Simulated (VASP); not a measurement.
# Sc2InSb3 (C2/m) in VASP: relaxation of cell and atoms with PBE

Aim: the relaxation of cell and atoms of Sc2InSb3 with PBE.

Everything below comes from runs of VASP 6.6.1. Logs are shortened: lines on timing, memory, paths and dates and some standing lists are left out, and cuts for length are marked.

### Step 1. The cell of the first run

Symmetry: C2/m, No. 12, monoclinic system. The conventional cell has a = 6.629 Å, b = 11.444 Å, c = 3.832 Å, α = 90.00°, β = 90.35°, γ = 90.00°. Sc (site symmetry 2) has 6 Sb at 2.68 to 2.72 Å within 3.5 Å. Within 5.0 Å of In (site symmetry 2/m) lie 6 Sc at 3.81 to 3.85 Å and 12 Sb at 3.82 to 3.84 Å and 2 In at 3.83 Å. Within 3.5 Å of Sb (site symmetry 2/m) lie 4 Sc at 2.68 Å and 4 Sb at 3.31 Å. Sb (site symmetry -1) has 4 Sc at 2.71 to 2.72 Å and 4 Sb at 3.31 Å within 3.6 Å.

The cell was generated, and may not be a known phase.

### Step 2. Relaxation of cell and atoms, PBE

INCAR reads:

```
PREC = Accurate
ENCUT = 600
EDIFF = 1E-7
ISMEAR = 0
SIGMA = 0.2
LREAL = False
LASPH = True
NELM = 60
ALGO = Normal
ISIF = 3
LWAVE = False
LCHARG = False
GGA = PE
IBRION = 2
NSW = 36
EDIFFG = -0.08
```

KPOINTS reads:

```
Automatic mesh
0
Gamma
  3 3 4
```

POSCAR reads:

```
Sc2InSb3
1.0
    3.3145108900     -5.7221401400      0.0000000000
    3.3145108900      5.7221401400      0.0000000000
   -0.0234061900      0.0000000000      3.8315972300
Sc In Sb
2 1 3
Direct
    0.6639999900      0.3360000100      0.0000000000
    0.3360000100      0.6639999900      0.0000000000
    0.0000000000      0.0000000000      0.0000000000
    0.5000000000      0.5000000000      0.5000000000
    0.0000000000      0.5000000000      0.5000000000
    0.5000000000      0.0000000000      0.5000000000
```

Potentials or basis: VASP PAW PBE potentials, release 64 (Sc_sv, In_d, Sb).

Started as:

```console
cat potpaw_PBE.64/Sc_sv/POTCAR potpaw_PBE.64/In_d/POTCAR potpaw_PBE.64/Sb/POTCAR > POTCAR
mpirun -np 1 vasp_std > vasp.out
```

OUTCAR:

```text
PREC = Accurate
   ENCUT = 600
   EDIFF = 1E-7
   ISMEAR = 0
   LREAL = False
   LASPH = True
   NELM = 60
   ISIF = 3
   GGA = PE
   IBRION = 2
   NSW = 36
   EDIFFG = -0.08

 ion  position               nearest neighbor table
   1  0.664  0.336  0.000-   4 2.68   4 2.68   5 2.71   6 2.71   5 2.72   6 2.72
   2  0.336  0.664  0.000-   4 2.68   4 2.68   6 2.71   5 2.71   5 2.72   6 2.72
   3  0.000  0.000  0.000-   5 3.82   6 3.82   5 3.82   6 3.82   4 3.82   4 3.82   5 3.83   6 3.83
                             6 3.83   5 3.83   4 3.84   4 3.84
   4  0.500  0.500  0.500-   1 2.68   2 2.68   1 2.68   2 2.68   5 3.31   6 3.31   6 3.31   5 3.31
                             3 3.82   3 3.82   3 3.84   3 3.84
   5  0.000  0.500  0.500-   2 2.71   1 2.71   1 2.72   2 2.72   4 3.31   4 3.31   6 3.31   6 3.31
                             3 3.82   3 3.82   3 3.83   3 3.83
   6  0.500  0.000  0.500-   1 2.71   2 2.71   1 2.72   2 2.72   4 3.31   4 3.31   5 3.31   5 3.31
                             3 3.82   3 3.82   3 3.83   3 3.83

  LATTYP: Found a base centered monoclinic cell.
 ALAT       =     6.6290217800
 B/A-ratio  =     1.7263905083
 C/A-ratio  =     0.5780141999
 COS(beta)  =    -0.0061086153

  Lattice vectors:

 A1 = (   3.3145108900,  -5.7221401400,   0.0000000000)
 A2 = (   3.3145108900,   5.7221401400,   0.0000000000)
 A3 = (  -0.0234061900,   0.0000000000,   3.8315972300)

Analysis of symmetry for initial positions (statically):
=====================================================================
 Subroutine PRICEL returns:
 Original cell was already a primitive cell.

 Routine SETGRP: Setting up the symmetry group for a
 base centered monoclinic supercell.

 Subroutine GETGRP returns: Found  4 space group operations
 (whereof  4 operations were pure point group operations)
 out of a pool of  4 trial point group operations.

The static configuration has the point symmetry C_2h.

Analysis of symmetry for dynamics (positions and initial velocities):
=====================================================================
 Subroutine PRICEL returns:
 Original cell was already a primitive cell.

 Routine SETGRP: Setting up the symmetry group for a
 base centered monoclinic supercell.

 Subroutine GETGRP returns: Found  4 space group operations
 (whereof  4 operations were pure point group operations)
 out of a pool of  4 trial point group operations.

The dynamic configuration has the point symmetry C_2h.

 Subroutine INISYM returns: Found  4 space group operations
 (whereof  4 operations are pure point group operations),
 and found     1 'primitive' translations

----------------------------------------------------------------------------------------

                                     Primitive cell

  volume of cell :     145.3409

  direct lattice vectors                    reciprocal lattice vectors
     3.314510890 -5.722140140  0.000000000     0.150851820 -0.087379894  0.000921513
     3.314510890  5.722140140  0.000000000     0.150851820  0.087379894  0.000921513
    -0.023406190  0.000000000  3.831597230     0.000000000  0.000000000  0.260987766

  length of vectors
     6.612780824  6.612780824  3.831668720     0.174334066  0.174334066  0.260987766

  position of ions in fractional coordinates (direct lattice)
     0.663999990  0.336000010  0.000000000
     0.336000010  0.663999990  0.000000000
     0.000000000  0.000000000  0.000000000
     0.500000000  0.500000000  0.500000000
     0.000000000  0.500000000  0.500000000
     0.500000000  0.000000000  0.500000000

  ion indices of the primitive-cell ions
   primitive index   ion index
                 1           1
                 2           2
                 3           3
                 4           4
                 5           5
                 6           6

----------------------------------------------------------------------------------------

 KPOINTS: Automatic mesh

Automatic generation of k-mesh.
 Grid dimensions read from file:
 generate k-points for:    3    3    4

 Generating k-lattice:

  Cartesian coordinates                     Fractional coordinates (reciprocal lattice)
     0.050283940 -0.029126631  0.000307171     0.333333333 -0.000000000  0.000000000
     0.050283940  0.029126631  0.000307171    -0.000000000  0.333333333  0.000000000
     0.000000000  0.000000000  0.065246941     0.000000000  0.000000000  0.250000000

  Length of vectors
     0.058111355  0.058111355  0.065246941

  Shift w.r.t. Gamma in fractional coordinates (k-lattice)
     0.000000000  0.000000000  0.000000000

 Subroutine IBZKPT returns following result:
 ===========================================

 Found     14 irreducible k-points:

 Following reciprocal coordinates:
            Coordinates               Weight
  0.000000  0.000000  0.000000      1.000000
  0.333333  0.000000  0.000000      4.000000
  0.333333  0.333333  0.000000      2.000000
 -0.333333  0.333333  0.000000      2.000000
  0.000000  0.000000  0.250000      2.000000
  0.333333  0.000000  0.250000      4.000000
 -0.333333  0.000000  0.250000      4.000000
  0.333333  0.333333  0.250000      2.000000
 -0.333333  0.333333  0.250000      4.000000
 -0.333333 -0.333333  0.250000      2.000000
  0.000000  0.000000  0.500000      1.000000
  0.333333  0.000000  0.500000      4.000000
  0.333333  0.333333  0.500000      2.000000
 -0.333333  0.333333  0.500000      2.000000
   k-points           NKPTS =     14   k-points in BZ     NKDIM =     14   number of bands    NBANDS=     30
   number of dos      NEDOS =    301   number of ions     NIONS =      6
   total plane-waves  NPLWV =  93312
   dimension x,y,z NGX =    54 NGY =   54 NGZ =   32
   dimension x,y,z NGXF=   108 NGYF=  108 NGZF=   64
   ions per type =               2   1   3
   NGX,Y,Z   is equivalent  to a cutoff of  13.58, 13.58, 13.88 a.u.
   NGXF,Y,Z  is equivalent  to a cutoff of  27.15, 27.15, 27.77 a.u.
 SYSTEM =  unknown system
   PREC   = accura    normal or accurate (medium, high low for compatibility)
   ISTART =      0    job   : 0-new  1-cont  2-samecut
   ICHARG =      2    charge: 1-file 2-atom 10-const
   ISPIN  =      1    spin polarized calculation?
   LNONCOLLINEAR =      F non collinear calculations
   LSORBIT =      F    spin-orbit coupling
   LASPH  =      T    aspherical Exc in radial PAW
   ENCUT  =  600.0 eV  44.10 Ry    6.64 a.u.  13.21 13.21  7.65*2*pi/ulx,y,z
   NELM   =     60;   NELMIN=  2; NELMDL= -5     # of ELM steps
   EDIFF  = 0.1E-06   stopping-criterion for ELM
   LREAL  =      F    real-space projection
   EDIFFG = -.8E-01   stopping-criterion for IOM
   NSW    =     36    number of steps for IOM
   IBRION =      2    ionic relax: 0-MD 1-quasi-New 2-CG
   NFREE  =      1    steps in history (QN), initial steepest desc. (CG)
   ISIF   =      3    stress and relaxation
   ISYM   =      2    0-nonsym 1-usesym 2-fastsym
   POTIM  = 0.5000    time-step for ionic-motion
   TEBEG  =    0.0;   TEEND  =   0.0 temperature during run
   PSTRESS=    0.0 pullay stress
   NELECT =      50.0000    total number of electrons
   NUPDOWN=      -1.0000    fix difference up-down
   EMIN   =  10.00;   EMAX   =-10.00  energy-range for DOS
   EFERMI =   0.00;   METHOD = LEGACY
   ISMEAR =     0;   SIGMA  =   0.20  broadening in eV -4-tet -1-fermi 0-gaus
   EFERMI_NEDOS =   21; number of points for ismear=-14 and -15
   IALGO  =     38    algorithm
   IMIX   =      4    mixing-type and parameters
     AMIX     =   0.40;   BMIX     =  1.00
     AMIX_MAG =   1.60;   BMIX_MAG =  1.00
  volume/ion in A,a.u.               =      24.22       163.47
  Fermi-wavevector in a.u.,A,eV,Ry     =   1.147103  2.167709 17.903147  1.315844
  Thomas-Fermi vector in A             =   2.283784
   LORBIT       =      0    0 simple, 1 ext, 2 COOP (PROOUT), +10 PAW based schemes
   GGA     = PE    functional components
   LHFCALC =     F    Hartree Fock is set to
   AEXX    =    0.0000 exact exchange contribution
   IVDW    =     0    specifies the selected vdW correction
   LEPSILON=     F    determine dielectric tensor
   LRPA    =     F    only Hartree local field effects (RPA)
 conjugate gradient relaxation of ions
 non-spin polarized calculation
 Gauss-broadening in eV      SIGMA  =   0.20
  energy-cutoff  :      600.00
  volume of cell :      145.34
 maximum number of plane-waves:      4866
 NGX is ok and might be reduce to    54
   NGX = 27   NGY = 27   NGZ = 15

--------------------------------------- Ionic step        1  -------------------------------------------

 number of electron      50.0000007 magnetization

 Free energy of the ion-electron system (eV)
  ---------------------------------------------------
  ext. energy  EPLUGINS =         0.00000000
  ---------------------------------------------------
  free energy    TOTEN  =       -28.67881073 eV

  energy without entropy =      -28.63436930  energy(sigma->0) =      -28.65659002

 E-fermi :   7.1986     XC(G=0): -10.2298

 val. band max:        7.1596409008   @ k =   0.3333   0.0000   0.5000
 cond. band min:       7.2673872218   @ k =   0.0000   0.0000   0.0000
 fundamental gap:      0.1077463210
 Fermi energy:         7.1985787080

 k-point     1 :       0.0000    0.0000    0.0000
  band No.  band energies     occupation
      1     -41.7281      2.00000
      2     -41.7234      2.00000
      3     -20.5195      2.00000
      4     -20.5109      2.00000
      5     -20.4716      2.00000
      6     -20.4702      2.00000
[... 488 lines left out ...]
  energy  without entropy=      -28.6343693040  energy(sigma->0) =      -28.65659002

--------------------------------------- Ionic step        2  -------------------------------------------

 number of electron      50.0000008 magnetization

 E-fermi :   4.7482     XC(G=0):  -9.0000

 val. band max:        4.7350121973   @ k =   0.3333   0.0000   0.5000
 cond. band min:       4.8662033573   @ k =   0.0000   0.0000   0.0000
 fundamental gap:      0.1311911601
 Fermi energy:         4.7481648541

 k-point     1 :       0.0000    0.0000    0.0000
  band No.  band energies     occupation
      1     -45.4226      2.00000
      2     -45.4212      2.00000
      3     -24.0840      2.00000
      4     -24.0816      2.00000
      5     -24.0688      2.00000
      6     -24.0672      2.00000
[... 608 lines left out ...]
  energy  without entropy=      -29.9838164280  energy(sigma->0) =      -30.00901003

--------------------------------------- Ionic step        6  -------------------------------------------

 number of electron      49.9999995 magnetization

 Free energy of the ion-electron system (eV)
  ---------------------------------------------------
  ext. energy  EPLUGINS =         0.00000000
  ---------------------------------------------------
  free energy    TOTEN  =       -30.05728921 eV

  energy without entropy =      -30.01588624  energy(sigma->0) =      -30.03658772

 E-fermi :   5.8513     XC(G=0):  -9.5530

 val. band max:        5.7605765498   @ k =   0.0000   0.0000   0.2500
 cond. band min:       5.9132629384   @ k =   0.0000   0.0000   0.5000
 fundamental gap:      0.1526863885
 Fermi energy:         5.8513449851

 k-point     1 :       0.0000    0.0000    0.0000
  band No.  band energies     occupation
      1     -43.9075      2.00000
      2     -43.9043      2.00000
      3     -22.5937      2.00000
      4     -22.5898      2.00000
      5     -22.5656      2.00000
      6     -22.5612      2.00000
[... 484 lines left out ...]
  FREE ENERGIE OF THE ION-ELECTRON SYSTEM (eV)
  ---------------------------------------------------
  free  energy   TOTEN  =       -30.0572892144 eV

  energy  without entropy=      -30.0158862355  energy(sigma->0) =      -30.03658772

 reached required accuracy - stopping structural energy minimisation
```

Wall time 5.6 min (1 thread of Intel Xeon Platinum 8488C (Sapphire Rapids), shared host); peak memory 0.35 GiB.

What came out:

```yaml
Free_energy: -30.0573 eV
Relaxed_volume: 28.41 Å³/atom
Relaxed_cell: a = 6.748 Å, b = 6.748 Å, c = 4.346 Å, α = 89.94°, β = 89.94°, γ = 120.55°
Space_group_after_relaxing_to_0.1_Å: P6/mmm (No. 191)
Energy_gained_by_relaxing: 229.7 meV/atom
Ionic_steps: 6
Pressure_after_relaxing: -0.3 GPa
Largest_force_after_relaxing: 0.033 eV/Å
Band_gap_on_the_k_mesh: zero (bands 25 and 26 overlap by 1.50 eV)
```

Forces on the atoms (eV/Å):
```
Sc   0.000  0.033  0.000
Sc   0.000 -0.033  0.000
In   0.000  0.000  0.000
Sb   0.000  0.000  0.000
Sb   0.000  0.000  0.000
Sb   0.000  0.000  0.000
```

The path:
```tsv
step	energy change (eV)	largest force (eV/Å)	pressure (GPa)	volume (Å³)
1	0.0000	0.3738	14.05	145.34
2	-0.9866	0.0236	-4.77	194.23
3	-1.3352	0.0906	-0.36	174.76
4	-1.3348	0.0876	-0.55	175.38
5	-1.3554	0.0507	-0.48	173.95
6	-1.3785	0.0326	-0.25	170.43
```

Final structure:
```
CELL_PARAMETERS angstrom
3.34568 -5.86001 0.01322
3.34568 5.86001 0.01322
-0.00823 0.00000 4.34643
ATOMIC_POSITIONS crystal
Sc 0.66625 0.33375 0.00000
Sc 0.33375 0.66625 0.00000
In 0.00000 0.00000 0.00000
Sb 0.50000 0.50000 0.50000
Sb 0.00000 0.50000 0.50000
Sb 0.50000 0.00000 0.50000
```

Caveat: the k points lie up to 0.36 Å⁻¹ apart in the final cell, too coarse for converged energies and pressures of a metal; the volume moved by over 15 % at a fixed basis, so the end points are rough; spin-orbit coupling is left out, which moves the levels of the heavy elements; the relaxation stopped at a loose force limit of 0.08 eV/Å, so its end isn't a converged minimum.

The gap in the log of VASP goes by the Fermi energy; the results here count the filled bands.